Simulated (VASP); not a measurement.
The system is Ir2Rh.

```
Ir Rh
1.0
     2.72816    0.00000    0.00000
    -1.36408    2.36266    0.00000
     0.00000    0.00000   13.03067
Ir Rh
4 2
Direct
  0.33333 0.66667 0.91667
  0.33333 0.66667 0.25000
  0.66667 0.33333 0.08333
  0.66667 0.33333 0.75000
  0.33333 0.66667 0.58333
  0.66667 0.33333 0.41667
```

| Property | Result |
| --- | --- |
| Program | VASP 6.6.1 |
| Task | relaxation of cell and atoms |
| Functional | PBE |
| Potentials or basis | VASP PAW PBE potentials, release 64 (Ir, Rh_pv) |
| Cutoff | 600 eV |
| k mesh | 6 × 6 × 2 |
| Occupations | gaussian, width 0.1 eV |
| Spin | no spin polarisation |

At the start: pressure 10.9 GPa; volume 14.00 Å³/atom.

**Question.** Where does the relaxation end?

**Answer.** Over 7 steps the energy falls by 12.4 meV/atom and the volume is 14.47 Å³/atom (+3.4 %); space group P-3m1 (No. 164, to 0.1 Å) before and after.

The path:
```tsv
step	energy change (eV)	largest force (eV/Å)	pressure (GPa)	volume (Å³)
1	0.0000	0.2084	10.93	83.99
2	0.7310	0.2085	-24.67	96.15
3	-0.0706	0.1441	-0.17	86.80
4	-0.0706	0.1457	0.04	86.75
5	-0.0739	0.0673	0.10	86.76
6	-0.0740	0.0704	0.09	86.76
7	-0.0744	0.0277	-0.26	86.84
```

Final structure:
```
Ir Rh
1.0
     2.76465    0.00000    0.00000
    -1.38233    2.39426    0.00000
     0.00000    0.00000   13.11997
Ir Rh
4 2
Direct
  0.33333 0.66667 0.91587
  0.33333 0.66667 0.25070
  0.66667 0.33333 0.08413
  0.66667 0.33333 0.74930
  0.33333 0.66667 0.58364
  0.66667 0.33333 0.41636
```

Caveat: the k points lie up to 0.44 Å⁻¹ apart in the final cell, too coarse for converged energies and pressures of a metal; the highest band is partly filled, so the run has too few bands.
